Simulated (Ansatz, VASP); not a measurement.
**One calculation of BN, two programs**

```xyz
4
Lattice="0.0000 -1.8130 -1.8130 0.0000 1.8130 -1.8130 3.6260 0.0000 0.0000" Properties=species:S:1:pos:R:3 pbc="T T T"
B     1.7080    0.0000   -1.8130
B     0.1050    0.0000    0.0000
N     0.9065    0.9065   -0.9065
N     2.7195   -0.9065   -0.9065
```

Change from the starting cell: mode 12 (1156.9 1/cm) frozen in, largest displacement +0.105 Å.

Alike in both runs: task single point; functional r2SCAN; k mesh 10 × 10 × 6; occupations gaussian, width 0.05 eV; no spin polarisation.

|  | VASP | Ansatz |
| --- | --- | --- |
| version | VASP 6.6.1 | Ansatz 0.2.0 |
| potentials or method | VASP PAW PBE potentials, release 64 (B, N), cutoff 520 eV | scalar-relativistic, plane waves, PAW |
| valence electrons in the cell | 16 | 16 |

```tsv
	VASP	Ansatz	Ansatz less VASP
gap on the k mesh at the Fermi level (eV)	2.80	2.81	+0.015
least direct gap on the mesh (eV)	4.46	4.48	+0.018
pressure (GPa)	-0.3	-1.3	-0.99
traceless stress, the component that is largest in VASP (GPa)	-6.42	-6.35	+0.070
rms of the force components (eV/Å)	2.245	2.240	-0.0055
```

VASP's potentials were made for PBE, not for r2SCAN. Atom by atom the forces differ by 0.006 eV/Å (rms over components). The functional is the same, so the differences come from potentials, cutoffs and numerics.
